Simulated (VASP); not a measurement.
# GaAs (P4/mmm) in VASP: notebook

GaAs is run at these levels: PBE; tasks: single point, relaxation of cell and atoms.

Everything below comes from runs of VASP 6.6.1. Logs are shortened: lines on timing, memory, paths and dates and some standing lists are left out, and cuts for length are marked.

## Step 1: The cell of the first run

It takes space group P4/mmm (No. 123, tetragonal). Conventional cell: a = 3.180 Å, b = 3.180 Å, c = 3.834 Å, α = 90.00°, β = 90.00°, γ = 90.00°. Within 3.9 Å of Ga (site symmetry 4/mmm) lie 8 As at 2.95 Å and 6 Ga at 3.18 to 3.83 Å. As (site symmetry 4/mmm) has 8 Ga at 2.95 Å and 6 As at 3.18 to 3.83 Å within 3.9 Å.

## Step 2: Single point, PBE

Input file INCAR:

```
  PREC = Accurate
  ENCUT = 520
  EDIFF = 1E-7
  ISMEAR = 0
  SIGMA = 0.1
  LREAL = F
  LASPH = T
  NELM = 60
  ALGO = Normal
  ISIF = 2
  LWAVE = F
  LCHARG = T
  GGA = PE
  LELF = T
  LVHAR = T
  NBANDS = 46
```

Input file KPOINTS:

```
Automatic mesh
0
Gamma
  6 4 4
```

Input file POSCAR:

```
GaAs
1.0
    0.0000000000      0.0000000000      3.8339728650
    6.3591416474      0.0000000000      0.0000000000
    0.0000000000      6.3591416474      0.0000000000
Ga As
4 4
Direct
    0.5000000000      0.2500000000      0.2500000000
    0.5000000000      0.2500000000      0.7500000000
    0.5000000000      0.7500000000      0.2500000000
    0.5000000000      0.7500000000      0.7500000000
    0.0000000000      0.0000000000      0.5000000000
    0.0000000000      0.0000000000      0.0000000000
    0.0000000000      0.5000000000      0.5000000000
    0.0000000000      0.5000000000      0.0000000000
```

Potentials or basis: VASP PAW PBE potentials, release 64 (Ga_d, As).

The run is started by

```
cat potpaw_PBE.64/Ga_d/POTCAR potpaw_PBE.64/As/POTCAR > POTCAR
mpirun -np 1 vasp_std > vasp.out
```

OUTCAR:

```text
PREC = Accurate
   ENCUT = 520
   EDIFF = 1E-7
   ISMEAR = 0
   LREAL = F
   LASPH = T
   NELM = 60
   ISIF = 2
   GGA = PE

 ion  position               nearest neighbor table
   1  0.500  0.250  0.250-
   2  0.500  0.250  0.750-
   3  0.500  0.750  0.250-
   4  0.500  0.750  0.750-
   5  0.000  0.000  0.500-
   6  0.000  0.000  0.000-
   7  0.000  0.500  0.500-
   8  0.000  0.500  0.000-

  LATTYP: Found a simple tetragonal cell.
 ALAT       =     6.3591416474
 C/A-ratio  =     0.6029072912

  Lattice vectors:

 A1 = (   6.3591416474,   0.0000000000,   0.0000000000)
 A2 = (   0.0000000000,   6.3591416474,   0.0000000000)
 A3 = (   0.0000000000,   0.0000000000,   3.8339728650)

Analysis of symmetry for initial positions (statically):
=====================================================================
 Subroutine PRICEL returns following result:

  LATTYP: Found a simple tetragonal cell.
 ALAT       =     3.1795708237
 C/A-ratio  =     1.2058145824

  Lattice vectors:

 A1 = (   3.1795708237,   0.0000000000,   0.0000000000)
 A2 = (   0.0000000000,   3.1795708237,   0.0000000000)
 A3 = (   0.0000000000,   0.0000000000,   3.8339728650)

   4 primitive cells build up your supercell.

 Routine SETGRP: Setting up the symmetry group for a
 simple tetragonal supercell.

 Subroutine GETGRP returns: Found 16 space group operations
 (whereof 16 operations were pure point group operations)
 out of a pool of 16 trial point group operations.

The static configuration has the point symmetry D_4h.

Analysis of symmetry for dynamics (positions and initial velocities):
=====================================================================
 Subroutine PRICEL returns following result:

  LATTYP: Found a simple tetragonal cell.
 ALAT       =     3.1795708237
 C/A-ratio  =     1.2058145824

  Lattice vectors:

 A1 = (   3.1795708237,   0.0000000000,   0.0000000000)
 A2 = (   0.0000000000,   3.1795708237,   0.0000000000)
 A3 = (   0.0000000000,   0.0000000000,   3.8339728650)

   4 primitive cells build up your supercell.

 Routine SETGRP: Setting up the symmetry group for a
 simple tetragonal supercell.

 Subroutine GETGRP returns: Found 16 space group operations
 (whereof 16 operations were pure point group operations)
 out of a pool of 16 trial point group operations.

The dynamic configuration has the point symmetry D_4h.

 Subroutine INISYM returns: Found 16 space group operations
 (whereof 16 operations are pure point group operations),
 and found     4 'primitive' translations

----------------------------------------------------------------------------------------

                                     Primitive cell

  volume of cell :      38.7602

  direct lattice vectors                    reciprocal lattice vectors
     3.179570824  0.000000000  0.000000000     0.314507855  0.000000000  0.000000000
     0.000000000  3.179570824  0.000000000     0.000000000  0.314507855  0.000000000
     0.000000000  0.000000000  3.833972865     0.000000000  0.000000000  0.260826050

  length of vectors
     3.179570824  3.179570824  3.833972865     0.314507855  0.314507855  0.260826050

  position of ions in fractional coordinates (direct lattice)
     0.500000000  0.500000000  0.500000000
     0.000000000  0.000000000  0.000000000

  ion indices of the primitive-cell ions
   primitive index   ion index
                 1           1
                 2           5

----------------------------------------------------------------------------------------

 KPOINTS: Automatic mesh

Automatic generation of k-mesh.
 Grid dimensions read from file:
 generate k-points for:    6    4    4

 Generating k-lattice:

  Cartesian coordinates                     Fractional coordinates (reciprocal lattice)
     0.000000000  0.000000000  0.043471008     0.166666667  0.000000000  0.000000000
     0.039313482  0.000000000  0.000000000     0.000000000  0.250000000  0.000000000
     0.000000000  0.039313482  0.000000000     0.000000000  0.000000000  0.250000000

  Length of vectors
     0.043471008  0.039313482  0.039313482

  Shift w.r.t. Gamma in fractional coordinates (k-lattice)
     0.000000000  0.000000000  0.000000000

 Subroutine IBZKPT returns following result:
 ===========================================

 Found     24 irreducible k-points:

 Following reciprocal coordinates:
            Coordinates               Weight
  0.000000  0.000000  0.000000      1.000000
  0.166667  0.000000  0.000000      2.000000
  0.333333  0.000000  0.000000      2.000000
  0.500000  0.000000  0.000000      1.000000
  0.000000  0.250000  0.000000      4.000000
  0.166667  0.250000  0.000000      8.000000
[... 16 lines left out ...]
  0.333333  0.500000  0.500000      2.000000
  0.500000  0.500000  0.500000      1.000000
   k-points           NKPTS =     24   k-points in BZ     NKDIM =     24   number of bands    NBANDS=     46
   number of dos      NEDOS =    301   number of ions     NIONS =      8
   total plane-waves  NPLWV =  69120
   dimension x,y,z NGX =    30 NGY =   48 NGZ =   48
   dimension x,y,z NGXF=    60 NGYF=   96 NGZF=   96
   ions per type =               4   4
   NGX,Y,Z   is equivalent  to a cutoff of  13.01, 12.55, 12.55 a.u.
   NGXF,Y,Z  is equivalent  to a cutoff of  26.02, 25.10, 25.10 a.u.
 SYSTEM =  unknown system
   PREC   = accura    normal or accurate (medium, high low for compatibility)
   ISTART =      0    job   : 0-new  1-cont  2-samecut
   ICHARG =      2    charge: 1-file 2-atom 10-const
   ISPIN  =      1    spin polarized calculation?
   LNONCOLLINEAR =      F non collinear calculations
   LSORBIT =      F    spin-orbit coupling
   LASPH  =      T    aspherical Exc in radial PAW
   ENCUT  =  520.0 eV  38.22 Ry    6.18 a.u.   7.13 11.82 11.82*2*pi/ulx,y,z
   NELM   =     60;   NELMIN=  2; NELMDL= -5     # of ELM steps
   EDIFF  = 0.1E-06   stopping-criterion for ELM
   LREAL  =      F    real-space projection
   EDIFFG = 0.1E-05   stopping-criterion for IOM
   NSW    =      0    number of steps for IOM
   IBRION =     -1    ionic relax: 0-MD 1-quasi-New 2-CG
   NFREE  =      0    steps in history (QN), initial steepest desc. (CG)
   ISIF   =      2    stress and relaxation
   ISYM   =      2    0-nonsym 1-usesym 2-fastsym
   POTIM  = 0.5000    time-step for ionic-motion
   TEBEG  =    0.0;   TEEND  =   0.0 temperature during run
   PSTRESS=    0.0 pullay stress
   NELECT =      72.0000    total number of electrons
   NUPDOWN=      -1.0000    fix difference up-down
   EMIN   =  10.00;   EMAX   =-10.00  energy-range for DOS
   EFERMI =   0.00;   METHOD = LEGACY
   ISMEAR =     0;   SIGMA  =   0.10  broadening in eV -4-tet -1-fermi 0-gaus
   EFERMI_NEDOS =   21; number of points for ismear=-14 and -15
   IALGO  =     38    algorithm
   IMIX   =      4    mixing-type and parameters
     AMIX     =   0.40;   BMIX     =  1.00
     AMIX_MAG =   1.60;   BMIX_MAG =  1.00
  volume/ion in A,a.u.               =      19.38       130.78
  Fermi-wavevector in a.u.,A,eV,Ry     =   1.267760  2.395719 21.867487  1.607215
  Thomas-Fermi vector in A             =   2.400891
   LORBIT       =      0    0 simple, 1 ext, 2 COOP (PROOUT), +10 PAW based schemes
   GGA     = PE    functional components
   LHFCALC =     F    Hartree Fock is set to
   AEXX    =    0.0000 exact exchange contribution
   IVDW    =     0    specifies the selected vdW correction
   LEPSILON=     F    determine dielectric tensor
   LRPA    =     F    only Hartree local field effects (RPA)
 non-spin polarized calculation
 Gauss-broadening in eV      SIGMA  =   0.10
  energy-cutoff  :      520.00
  volume of cell :      155.04
 maximum number of plane-waves:      4214
 NGX is ok and might be reduce to    30

 number of electron      72.0000013 magnetization

 Free energy of the ion-electron system (eV)
  ---------------------------------------------------
  ext. energy  EPLUGINS =         0.00000000
  ---------------------------------------------------
  free energy    TOTEN  =       -28.90103332 eV

  energy without entropy =      -28.89371424  energy(sigma->0) =      -28.89737378

 E-fermi :   5.7984     XC(G=0): -10.7794

 val. band max:        5.7644156009   @ k =   0.3333   0.2500   0.2500
 cond. band min:       5.8719720119   @ k =   0.5000   0.0000   0.0000
 fundamental gap:      0.1075564110
 Fermi energy:         5.7983654377

 k-point     1 :       0.0000    0.0000    0.0000
  band No.  band energies     occupation
      1      -9.1683      2.00000
      2      -9.1567      2.00000
      3      -9.1088      2.00000
      4      -9.1088      2.00000
      5      -9.0994      2.00000
      6      -9.0874      2.00000
[... 38 lines left out ...]
     45      10.4024      0.00000
     46      10.4124      0.00000

 k-point     2 :       0.1667    0.0000    0.0000
  band No.  band energies     occupation
      1      -9.1599      2.00000
      2      -9.1560      2.00000
      3      -9.1106      2.00000
      4      -9.1106      2.00000
      5      -9.1063      2.00000
      6      -9.1063      2.00000
[... 38 lines left out ...]
     45       9.2742      0.00000
     46      10.7912      0.00000

 k-point     3 :       0.3333    0.0000    0.0000
  band No.  band energies     occupation
      1      -9.1546      2.00000
      2      -9.1538      2.00000
      3      -9.1538      2.00000
      4      -9.1432      2.00000
      5      -9.1019      2.00000
      6      -9.1019      2.00000
[... 1018 lines left out ...]
     45      11.2267      0.00000
     46      11.2267      0.00000

 k-point    24 :       0.5000    0.5000    0.5000
  band No.  band energies     occupation
      1      -9.1035      2.00000
      2      -9.1035      2.00000
      3      -9.1035      2.00000
      4      -9.1035      2.00000
      5      -9.0643      2.00000
      6      -9.0643      2.00000
[... 38 lines left out ...]
     45      11.6738      0.00000
     46      11.6738      0.00000

------------------------ aborting loop because EDIFF is reached ----------------------------------------

  FORCE on cell =-STRESS in cart. coord.  units (eV):
  Direction    XX          YY          ZZ          XY          YZ          ZX
  --------------------------------------------------------------------------------------
  -------------------------------------------------------------------------------------
  Total        0.1746056      0.1746056     -0.2980612      0.0000000     -0.0000000      0.0000000
  in kB        1.8043579      1.8043579     -3.0801370      0.0000000     -0.0000000      0.0000000
  external PRESSURE =       0.1761929 kB  Pullay stress =       0.0000000 kB

 VOLUME and BASIS-vectors are now :
 -----------------------------------------------------------------------------
  energy-cutoff  :      520.00
  volume of cell :      155.04
      direct lattice vectors                 reciprocal lattice vectors
     0.000000000  0.000000000  3.833972865     0.000000000  0.000000000  0.260826050
     6.359141647  0.000000000  0.000000000     0.157253928  0.000000000  0.000000000
     0.000000000  6.359141647  0.000000000     0.000000000  0.157253928  0.000000000

 POSITION                                       TOTAL-FORCE (eV/Angst)
 -----------------------------------------------------------------------------------
      1.58979      1.58979      1.91699         0.000000     -0.000000     -0.000000
      1.58979      4.76936      1.91699        -0.000000      0.000000     -0.000000
      4.76936      1.58979      1.91699        -0.000000     -0.000000     -0.000000
      4.76936      4.76936      1.91699         0.000000      0.000000     -0.000000
      0.00000      3.17957      0.00000         0.000000     -0.000000      0.000000
      0.00000      0.00000      0.00000         0.000000     -0.000000      0.000000
      3.17957      3.17957      0.00000         0.000000     -0.000000      0.000000
      3.17957      0.00000      0.00000         0.000000     -0.000000      0.000000
 -----------------------------------------------------------------------------------
    total drift:                                0.000000      0.000000      0.000000

  FREE ENERGIE OF THE ION-ELECTRON SYSTEM (eV)
  ---------------------------------------------------
  free  energy   TOTEN  =       -28.9010333195 eV

  energy  without entropy=      -28.8937142420  energy(sigma->0) =      -28.89737378
```

Wall time 2.5 min (1 thread of Intel Xeon Platinum 8488C (Sapphire Rapids), shared host); peak memory 0.32 GiB.

What came out:

```
Free energy            : -28.9010 eV
Pressure               : 0.0 GPa
Band gap on the k mesh : zero (band 36 reaches 6.81 eV, above the bottom of band 37 at 5.14 eV)
```

Stress tensor (GPa, compression positive):
```
 0.18  0.00  0.00
 0.00  0.18  0.00
 0.00  0.00 -0.31
```

## Step 3: Single point, PBE

This run uses another cell than the first one: it holds 2 atoms, not 8.

Input file INCAR:

```
SYSTEM = GaAs
PREC     = Accurate       ! precision mode
ENCUT    = 520            ! plane-wave cutoff, eV
EDIFF    = 1E-7           ! SCF threshold, eV
ISMEAR   = 0              ! smearing method
SIGMA    = 0.1            ! smearing width, eV
LREAL    = .False.        ! projectors in reciprocal space
LASPH    = .True.         ! aspherical terms in the spheres
NELM     = 60             ! most SCF steps
ALGO     = Normal         ! electronic algorithm
ISIF     = 2              ! what is computed and relaxed
LWAVE    = .False.        ! write WAVECAR
LCHARG   = .False.        ! write CHGCAR
GGA      = PE             ! functional
NBANDS   = 16             ! bands
```

Input file KPOINTS:

```
regular mesh
0
Gamma
  18 18 14
  0 0 0
```

Input file POSCAR:

```
GaAs
1.0
    3.1795708237      0.0000000000      0.0000000000
    0.0000000000      3.1795708237      0.0000000000
    0.0000000000      0.0000000000      3.8339728650
Ga As
1 1
Direct
    0.5000000000      0.5000000000      0.5000000000
    0.0000000000      0.0000000000      0.0000000000
```

Potentials or basis: VASP PAW PBE potentials, release 64 (Ga_d, As).

The run is started by

```
cat potpaw_PBE.64/Ga_d/POTCAR potpaw_PBE.64/As/POTCAR > POTCAR
mpirun -np 1 vasp_std > vasp.out
```

It took 1.8 min on 1 thread of Intel Xeon Platinum 8488C (Sapphire Rapids), shared host; peak memory 0.38 GiB.

Results (log left out):

- Free energy: -7.2113 eV
- Pressure: 0.1 GPa
- Band gap on the k mesh: zero (band 9 reaches 7.72 eV, above the bottom of band 10 at 3.32 eV)

Levels at points of the mesh, in eV from the Fermi level:
```csv
k point,band 6,band 7,band 8,band 9,band 10,band 11,band 12,band 13
"(0.00, 0.00, 0.00)",-13.42,-3.36,-2.86,0.64,0.64,4.99,5.77,8.94
"(0.50, 0.00, 0.00)",-11.17,-7.85,-0.25,1.15,1.51,2.54,2.63,6.56
"(0.50, 0.50, 0.00)",-9.18,-4.72,-4.72,-3.69,1.07,4.66,4.66,5.34
"(0.00, 0.00, 0.50)",-12.20,-8.81,1.87,1.87,3.84,3.94,5.56,5.56
"(0.50, 0.00, 0.50)",-10.18,-5.53,-5.12,-5.04,3.02,7.20,7.99,8.07
"(0.50, 0.50, 0.50)",-8.78,-2.99,-2.99,-2.17,-1.74,-0.60,-0.60,0.14
```

## Step 4: Relaxation of cell and atoms, PBE

This run uses another cell than the first one: it holds 2 atoms, not 8.

Input file INCAR:

```
ALGO = Normal
EDIFF = 1E-6
EDIFFG = -0.01
ENCUT = 600
GGA = PE
IBRION = 2
ISIF = 3
ISMEAR = 0
LASPH = T
LCHARG = F
LREAL = F
LWAVE = F
NELM = 80
NSW = 100
PREC = Accurate
SIGMA = 0.1
```

Input file KPOINTS:

```
k-points
0
Gamma
  18 18 14
```

Input file POSCAR:

```
GaAs
1.0
    3.1822940392      0.0000000000      0.0000000000
    0.0000000000      3.1822940392      0.0000000000
    0.0000000000      0.0000000000      3.8320009452
Ga As
1 1
Direct
    0.5000000000      0.5000000000      0.5000000000
    0.0000000000      0.0000000000      0.0000000000
```

The run is started by

```
cat potpaw_PBE.64/Ga_d/POTCAR potpaw_PBE.64/As/POTCAR > POTCAR
mpirun -np 1 vasp_std > vasp.out
```

It took 4.6 min on 1 thread of Intel Xeon Platinum 8488C (Sapphire Rapids), shared host; peak memory 0.42 GiB.

It converged, with:

* Free energy: -7.2111 eV
* Relaxed volume: 19.43 Å³/atom
* Relaxed cell: a = 3.184 Å, b = 3.184 Å, c = 3.835 Å, α = 90.00°, β = 90.00°, γ = 90.00°
* Space group after relaxing (to 0.05 Å): P4/mmm (No. 123)
* Energy gained by relaxing: 0.0 meV/atom
* Ionic steps: 3
* Pressure after relaxing: -0.1 GPa
* Band gap on the k mesh: zero (band 9 reaches 7.68 eV, above the bottom of band 10 at 3.30 eV)

Stress tensor (GPa, compression positive):
```
-0.08  0.00  0.00
 0.00 -0.08  0.00
 0.00  0.00  0.01
```

Final structure:
```yaml
crystal:
  lattice:
    - [3.18376, 0.00000, 0.00000]
    - [0.00000, 3.18376, 0.00000]
    - [0.00000, 0.00000, 3.83466]
  atoms:
    - { symbol: Ga, position: [0.50000, 0.50000, 0.50000] }
    - { symbol: As, position: [0.00000, 0.00000, 0.00000] }
```

Levels at points of the mesh, in eV from the Fermi level:
| k point | band 7 | band 8 | band 9 | band 10 | band 11 | band 12 |
| --- | --- | --- | --- | --- | --- | --- |
| (0.00, 0.00, 0.00) | -3.36 | -2.84 | 0.63 | 0.63 | 4.98 | 5.76 |
| (0.50, 0.00, 0.00) | -7.83 | -0.24 | 1.16 | 1.51 | 2.56 | 2.61 |
| (0.50, 0.50, 0.00) | -4.70 | -4.70 | -3.69 | 1.07 | 4.67 | 4.67 |
| (0.00, 0.00, 0.50) | -8.79 | 1.86 | 1.86 | 3.81 | 3.92 | 5.54 |
| (0.50, 0.00, 0.50) | -5.51 | -5.11 | -5.03 | 3.00 | 7.18 | 7.97 |
| (0.50, 0.50, 0.50) | -2.98 | -2.98 | -2.18 | -1.74 | -0.59 | -0.59 |

## Step 5: Summary

```tsv
task	cell	k mesh	cutoff (eV)	gap on the mesh (eV)	pressure (GPa)
single point	a = 3.834, b = 6.359, c = 6.359 Å, 8 atoms	6 × 4 × 4	520	none	0.0
single point	a = 3.180, b = 3.180, c = 3.834 Å, 2 atoms	18 × 18 × 14	520	none	0.1
relaxation of cell and atoms	relaxed from a = 3.182, b = 3.182, c = 3.832 Å, 2 atoms	18 × 18 × 14	600	none	-0.1
```

Alike in all rows: level PBE; potentials or basis VASP PAW PBE potentials, release 64 (Ga_d, As); no spin polarisation; smearing gaussian 0.1 eV.

Absolute energies hang on the potentials; compare differences alone.
